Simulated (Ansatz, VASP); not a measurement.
**Ca: VASP beside Ansatz**

The input INCAR:

```
ALGO = Normal ; EDIFF = 1E-8
ENCUT = 520 ; GGA = PE
ISIF = 2 ; ISMEAR = -1
LASPH = T ; LCHARG = F
LEFG = T ; LREAL = F
LWAVE = F ; NBANDS = 11
NELM = 80 ; PREC = Accurate
SIGMA = 0.05
```

The input KPOINTS:

```
k-points
0
Gamma
  11 11 11
```

The input POSCAR:

```
Ca
1.0
    0.0000000000      2.7659738278      2.7659738278
    2.7659738278      0.0000000000      2.7659738278
    2.7659738278      2.7659738278      0.0000000000
Ca
1
Direct
    0.0000000000      0.0000000000      0.0000000000
```

Input for Ansatz:

```yaml
crystal:
  lattice:
    - [0.0, 2.7659738278, 2.7659738278]
    - [2.7659738278, 0.0, 2.7659738278]
    - [2.7659738278, 2.7659738278, 0.0]
  atoms:
    - { symbol: Ca, position: [0.0, 0.0, 0.0] }
kpoints:
  mp_grid: { grid: [11, 11, 11] }
scf:
  occupations: { method: fermi_dirac, width: 0.05 }
hamiltonian:
  xc: pbe
  pseudopotentials: { kind: paw }
output:
  forces: true
  stress: true
  eigenvalues: true
  efg: { contact_densities: true }
```

Change from the starting cell: volume scaled by 0.97, PAW files.

Alike in both runs: task electric field gradients; functional PBE; k mesh 11 × 11 × 11; occupations fermi-dirac, width 0.05 eV; no spin polarisation.

|  | VASP | Ansatz |
| --- | --- | --- |
| version | VASP 6.6.1 | Ansatz 0.2.0 |
| potentials or method | VASP PAW PBE potentials, release 64 (Ca_sv) | PAW with Ansatz's default frozen-core files, scalar-relativistic |
| plane-wave cutoff (eV) | 520 | 420 |
| valence electrons in the cell | 10 | 10 |

```tsv
	VASP	Ansatz	Ansatz less VASP
pressure (GPa)	0.0	-0.1	-0.01
```

The functional is the same, so the differences come from potentials, cutoffs and numerics.
